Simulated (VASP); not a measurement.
# Rb (I4/mmm) in VASP: notebook, part 2 of 2

VASP 6.6.1.

### Step 5. Single point, PBEsol (strain +0.040 along x and y, -0.080 along z)

Contents of INCAR:

```
SYSTEM = Rb
  PREC = Accurate
  ENCUT = 520
  EDIFF = 1E-7
  ISMEAR = 0
  SIGMA = 0.15
  LREAL = .FALSE.
  LASPH = .TRUE.
  NELM = 80
  ALGO = Fast
  ISIF = 2
  LWAVE = .FALSE.
  LCHARG = .FALSE.
  GGA = PS
  NBANDS = 10
```

Contents of KPOINTS:

```
Automatic mesh
0
G
  12 12 12
  0 0 0
```

Contents of POSCAR:

```
Rb
1.0
   -2.9182400000      2.9182400000      2.5815200000
    2.9182400000     -2.9182400000      2.5815200000
    2.9182400000      2.9182400000     -2.5815200000
Rb
1
Direct
    0.0000000000      0.0000000000      0.0000000000
```

Potentials or basis: VASP PAW PBE potentials, release 64 (Rb_sv).

Launch:

```sh
$ cat potpaw_PBE.64/Rb_sv/POTCAR > POTCAR
$ mpirun -np 1 vasp_std > vasp.out
```

OUTCAR:

```text
SYSTEM = Rb
   PREC = Accurate
   ENCUT = 520
   EDIFF = 1E-7
   ISMEAR = 0
   LREAL = .FALSE.
   LASPH = .TRUE.
   NELM = 80
   ISIF = 2
   GGA = PS

 ion  position               nearest neighbor table
   1  0.000  0.000  0.000-

  LATTYP: Found a body centered tetragonal cell.
 ALAT       =     5.8364800000
 C/A-ratio  =     0.8846153846

  Lattice vectors:

 A1 = (  -2.9182400000,   2.9182400000,   2.5815200000)
 A2 = (   2.9182400000,  -2.9182400000,   2.5815200000)
 A3 = (   2.9182400000,   2.9182400000,  -2.5815200000)

Analysis of symmetry for initial positions (statically):
=====================================================================
 Subroutine PRICEL returns:
 Original cell was already a primitive cell.

 Routine SETGRP: Setting up the symmetry group for a
 body centered tetragonal supercell.

 Subroutine GETGRP returns: Found 16 space group operations
 (whereof 16 operations were pure point group operations)
 out of a pool of 16 trial point group operations.

The static configuration has the point symmetry D_4h.

Analysis of symmetry for dynamics (positions and initial velocities):
=====================================================================
 Subroutine PRICEL returns:
 Original cell was already a primitive cell.

 Routine SETGRP: Setting up the symmetry group for a
 body centered tetragonal supercell.

 Subroutine GETGRP returns: Found 16 space group operations
 (whereof 16 operations were pure point group operations)
 out of a pool of 16 trial point group operations.

The dynamic configuration has the point symmetry D_4h.

 Subroutine INISYM returns: Found 16 space group operations
 (whereof 16 operations are pure point group operations),
 and found     1 'primitive' translations

----------------------------------------------------------------------------------------

                                     Primitive cell

  volume of cell :      87.9382

  direct lattice vectors                    reciprocal lattice vectors
    -2.918240000  2.918240000  2.581520000     0.000000000  0.171336148  0.193684341
     2.918240000 -2.918240000  2.581520000     0.171336148  0.000000000  0.193684341
     2.918240000  2.918240000 -2.581520000     0.171336148  0.171336148  0.000000000

  length of vectors
     4.867904570  4.867904570  4.867904570     0.258591762  0.258591762  0.242305904

  position of ions in fractional coordinates (direct lattice)
     0.000000000  0.000000000  0.000000000

  ion indices of the primitive-cell ions
   primitive index   ion index
                 1           1

----------------------------------------------------------------------------------------

 KPOINTS: Automatic mesh

Automatic generation of k-mesh.
 Grid dimensions read from file:
 generate k-points for:   12   12   12

 Generating k-lattice:

  Cartesian coordinates                     Fractional coordinates (reciprocal lattice)
     0.000000000  0.014278012  0.016140362     0.083333333  0.000000000 -0.000000000
     0.014278012  0.000000000  0.016140362     0.000000000  0.083333333 -0.000000000
     0.014278012  0.014278012  0.000000000     0.000000000  0.000000000  0.083333333

  Length of vectors
     0.021549314  0.021549314  0.020192159

  Shift w.r.t. Gamma in fractional coordinates (k-lattice)
     0.000000000  0.000000000  0.000000000

 Subroutine IBZKPT returns following result:
 ===========================================

 Found    163 irreducible k-points:

 Following reciprocal coordinates:
            Coordinates               Weight
  0.000000  0.000000  0.000000      1.000000
  0.083333  0.000000  0.000000      8.000000
  0.166667  0.000000 -0.000000      8.000000
  0.250000  0.000000 -0.000000      8.000000
  0.333333  0.000000  0.000000      8.000000
  0.416667 -0.000000  0.000000      8.000000
[... 16 lines left out ...]
  0.500000  0.166667 -0.000000     16.000000
 -0.416667  0.166667 -0.000000     16.000000
 [... further k-points ...]
   k-points           NKPTS =    163   k-points in BZ     NKDIM =    163   number of bands    NBANDS=     10
   number of dos      NEDOS =    301   number of ions     NIONS =      1
   total plane-waves  NPLWV =  46656
   dimension x,y,z NGX =    36 NGY =   36 NGZ =   36
   dimension x,y,z NGXF=    72 NGYF=   72 NGZF=   72
   ions per type =               1
   NGX,Y,Z   is equivalent  to a cutoff of  12.29, 12.29, 12.29 a.u.
   NGXF,Y,Z  is equivalent  to a cutoff of  24.59, 24.59, 24.59 a.u.
 SYSTEM =  Rb
   PREC   = accura    normal or accurate (medium, high low for compatibility)
   ISTART =      0    job   : 0-new  1-cont  2-samecut
   ICHARG =      2    charge: 1-file 2-atom 10-const
   ISPIN  =      1    spin polarized calculation?
   LNONCOLLINEAR =      F non collinear calculations
   LSORBIT =      F    spin-orbit coupling
   LASPH  =      T    aspherical Exc in radial PAW
   ENCUT  =  520.0 eV  38.22 Ry    6.18 a.u.   9.05  9.05  9.05*2*pi/ulx,y,z
   NELM   =     80;   NELMIN=  2; NELMDL= -5     # of ELM steps
   EDIFF  = 0.1E-06   stopping-criterion for ELM
   LREAL  =      F    real-space projection
   EDIFFG = 0.1E-05   stopping-criterion for IOM
   NSW    =      0    number of steps for IOM
   IBRION =     -1    ionic relax: 0-MD 1-quasi-New 2-CG
   NFREE  =      0    steps in history (QN), initial steepest desc. (CG)
   ISIF   =      2    stress and relaxation
   ISYM   =      2    0-nonsym 1-usesym 2-fastsym
   POTIM  = 0.5000    time-step for ionic-motion
   TEBEG  =    0.0;   TEEND  =   0.0 temperature during run
   PSTRESS=    0.0 pullay stress
   NELECT =       9.0000    total number of electrons
   NUPDOWN=      -1.0000    fix difference up-down
   EMIN   =  10.00;   EMAX   =-10.00  energy-range for DOS
   EFERMI =   0.00;   METHOD = LEGACY
   ISMEAR =     0;   SIGMA  =   0.15  broadening in eV -4-tet -1-fermi 0-gaus
   EFERMI_NEDOS =   21; number of points for ismear=-14 and -15
   IALGO  =     68    algorithm
   IMIX   =      4    mixing-type and parameters
     AMIX     =   0.40;   BMIX     =  1.00
     AMIX_MAG =   1.60;   BMIX_MAG =  1.00
  volume/ion in A,a.u.               =      87.94       593.44
  Fermi-wavevector in a.u.,A,eV,Ry     =   0.765767  1.447089  7.978439  0.586399
  Thomas-Fermi vector in A             =   1.865959
   LORBIT       =      0    0 simple, 1 ext, 2 COOP (PROOUT), +10 PAW based schemes
   GGA     = PS    functional components
   LHFCALC =     F    Hartree Fock is set to
   AEXX    =    0.0000 exact exchange contribution
   IVDW    =     0    specifies the selected vdW correction
   LEPSILON=     F    determine dielectric tensor
   LRPA    =     F    only Hartree local field effects (RPA)
 non-spin polarized calculation
 RMM-DIIS sequential band-by-band and
 Gauss-broadening in eV      SIGMA  =   0.15
  energy-cutoff  :      520.00
  volume of cell :       87.94
 maximum number of plane-waves:      2414
   NGX = 19   NGY = 19   NGZ = 19

 number of electron       9.0000000 magnetization

 Free energy of the ion-electron system (eV)
  ---------------------------------------------------
  ext. energy  EPLUGINS =         0.00000000
  ---------------------------------------------------
  free energy    TOTEN  =        -1.02717363 eV

  energy without entropy =       -1.01700205  energy(sigma->0) =       -1.02208784

 E-fermi :   0.0162     XC(G=0):  -5.6062

 val. band max:       -0.0383983002   @ k =  -0.4167   0.4167   0.1667
 cond. band min:       0.0246283125   @ k =   0.5000   0.4167  -0.0000
 fundamental gap:      0.0630266126
 Fermi energy:         0.0162130752

 k-point     1 :       0.0000    0.0000    0.0000
  band No.  band energies     occupation
      1     -28.8177      2.00000
      2     -12.8614      2.00000
      3     -12.8614      2.00000
      4     -12.8598      2.00000
      5      -1.9991      2.00000
      6       3.3259      0.00000
      7       4.0105      0.00000
      8       4.0105      0.00000
      9       4.2406      0.00000
     10       5.1521      0.00000
[... 287 lines left out ...]
 k-point    24 :      -0.4167    0.1667   -0.0000
  band No.  band energies     occupation
      1     -28.8135      2.00000
      2     -12.9412      2.00000
      3     -12.8947      2.00000
      4     -12.8698      2.00000
      5      -0.5563      2.00000
      6       1.9826      0.00000
      7       2.4105      0.00000
      8       4.3981      0.00000
      9       4.5057      0.00000
     10       5.1995      0.00000

 [... further k-points ...]

------------------------ aborting loop because EDIFF is reached ----------------------------------------

  FORCE on cell =-STRESS in cart. coord.  units (eV):
  Direction    XX          YY          ZZ          XY          YZ          ZX
  --------------------------------------------------------------------------------------
  -------------------------------------------------------------------------------------
  Total       -0.0445353     -0.0445353      0.0200263      0.0000000     -0.0000000      0.0000000
  in kB       -0.8114046     -0.8114046      0.3648656      0.0000000     -0.0000000      0.0000000
  external PRESSURE =      -0.4193146 kB  Pullay stress =       0.0000000 kB

 VOLUME and BASIS-vectors are now :
 -----------------------------------------------------------------------------
  energy-cutoff  :      520.00
  volume of cell :       87.94
      direct lattice vectors                 reciprocal lattice vectors
    -2.918240000  2.918240000  2.581520000     0.000000000  0.171336148  0.193684341
     2.918240000 -2.918240000  2.581520000     0.171336148  0.000000000  0.193684341
     2.918240000  2.918240000 -2.581520000     0.171336148  0.171336148  0.000000000

 POSITION                                       TOTAL-FORCE (eV/Angst)
 -----------------------------------------------------------------------------------
      0.00000      0.00000      0.00000        -0.000000      0.000000     -0.000000
 -----------------------------------------------------------------------------------
    total drift:                               -0.000000      0.000000      0.000000

  FREE ENERGIE OF THE ION-ELECTRON SYSTEM (eV)
  ---------------------------------------------------
  free  energy   TOTEN  =        -1.0271736293 eV

  energy  without entropy=       -1.0170020530  energy(sigma->0) =       -1.02208784
```

OSZICAR:

```text
N       E                     dE             d eps       ncg     rms          rms(c)
DAV:   1     0.421272911807E+02    0.42127E+02   -0.32984E+03  3260   0.661E+02
DAV:   2     0.161274355278E+01   -0.40515E+02   -0.39698E+02  3618   0.125E+02
DAV:   3    -0.916142904916E+00   -0.25289E+01   -0.25207E+01  4338   0.319E+01
DAV:   4    -0.102528024700E+01   -0.10914E+00   -0.10880E+00  4510   0.570E+00
DAV:   5    -0.102740070181E+01   -0.21205E-02   -0.21189E-02  4482   0.706E-01    0.116E+00
RMM:   6    -0.102686108166E+01    0.53962E-03   -0.16444E-03  3854   0.251E-01    0.713E-01
RMM:   7    -0.102709679832E+01   -0.23572E-03   -0.38682E-03  4108   0.370E-01    0.515E-02
RMM:   8    -0.102716714171E+01   -0.70343E-04   -0.22061E-04  4958   0.953E-02    0.811E-03
RMM:   9    -0.102717198990E+01   -0.48482E-05   -0.52553E-05  5482   0.344E-02    0.654E-03
RMM:  10    -0.102717320108E+01   -0.12112E-05   -0.80978E-06  5692   0.159E-02    0.385E-03
RMM:  11    -0.102717339125E+01   -0.19018E-06   -0.38944E-06  5679   0.843E-03    0.830E-04
RMM:  12    -0.102717355405E+01   -0.16280E-06   -0.97819E-07  5017   0.477E-03    0.470E-04
RMM:  13    -0.102717362930E+01   -0.75252E-07   -0.48175E-07  4671   0.303E-03
   1 F= -.10271736E+01 E0= -.10220878E+01  d E =-.101716E-01
```

stdout:

```text
POSCAR found type information on POSCAR Rb
 POSCAR found :  1 types and       1 ions
 scaLAPACK will be used
 -----------------------------------------------------------------------------
|                                                                             |
|                                                                             |
|     You enforced a specific xc type in the INCAR file but a different       |
|     I HOPE YOU KNOW WHAT YOU ARE DOING!                                     |
|                                                                             |
 -----------------------------------------------------------------------------

 LDA part: xc-table for (Slater+PW92), standard interpolation
 POSCAR, INCAR and KPOINTS ok, starting setup
 FFT: planning ... GRIDC
 FFT: planning ... GRID_SOFT
 FFT: planning ... GRID
 WAVECAR not read
 entering main loop
WARNING in EDDRMM: call to ZHEGV failed, returncode =   6  3      5
WARNING in EDDRMM: call to ZHEGV failed, returncode =   8  4      5
WARNING in EDDRMM: call to ZHEGV failed, returncode =   8  4      9
WARNING in EDDRMM: call to ZHEGV failed, returncode =   8  4      7
WARNING in EDDRMM: call to ZHEGV failed, returncode =   8  4      7
WARNING in EDDRMM: call to ZHEGV failed, returncode =   8  4      5
WARNING in EDDRMM: call to ZHEGV failed, returncode =   6  3      5
WARNING in EDDRMM: call to ZHEGV failed, returncode =   8  4     10
```

It took 45 s on 1 thread of Intel Xeon 6975P-C (Granite Rapids), shared host; peak memory 0.29 GiB.

What came out:

| Item | Value |
| --- | --- |
| Free energy | -1.0272 eV |
| Pressure | 0.0 GPa |

Stress tensor (GPa, compression positive):
```
-0.08  0.00  0.00
 0.00 -0.08  0.00
 0.00  0.00  0.04
```

Levels at points of the mesh, in eV from the Fermi level:
```tsv
k point	band 1	band 2	band 3	band 4	band 5	band 6	band 7	band 8
(0.00, 0.00, 0.00)	-28.83	-12.88	-12.88	-12.88	-2.02	3.31	3.99	3.99
(0.50, 0.00, 0.00)	-28.83	-12.99	-12.91	-12.88	0.32	0.93	2.40	4.38
(0.50, 0.50, 0.00)	-28.83	-12.99	-12.90	-12.87	0.08	0.63	3.10	4.03
(0.50, 0.50, 0.50)	-28.83	-12.96	-12.96	-12.94	1.09	1.38	2.94	2.94
```

Caveat: the cell differs from its parent crystal (strain +0.040 along x and y, -0.080 along z); the PAW data sets were made with another functional, which shifts forces and pressure a little.

### Step 6. Summary

```tsv
cell	further INCAR settings	gap on the mesh (eV)	pressure (GPa)
a = 4.799 Å, angles 111.7, 111.7, 105.1°, 1 atom	ALGO = Fast; EDIFF = 1e-06; NBANDS = 10	none	0.1
a = 4.796 Å, angles 108.4, 108.4, 111.7°, 1 atom	ALGO = Fast; EDIFF = 1e-07; NBANDS = 10	none	0.1
a = 4.868 Å, angles 112.8, 112.8, 103.0°, 1 atom	ALGO = Fast; EDIFF = 1e-06; NBANDS = 10	none	0.0
a = 4.868 Å, angles 106.3, 106.3, 115.9°, 1 atom	ALGO = Fast; EDIFF = 1e-07; NBANDS = 10	none	0.0
```

Alike in all rows: task single point; level PBEsol; potentials or basis VASP PAW PBE potentials, release 64 (Rb_sv); no spin polarisation; k mesh 12 × 12 × 12; cutoff (eV) 520; smearing gaussian 0.15 eV.

Caveats: the PAW data sets were made with another functional, which shifts forces and pressure a little.

Absolute energies hang on the potentials; compare differences alone.
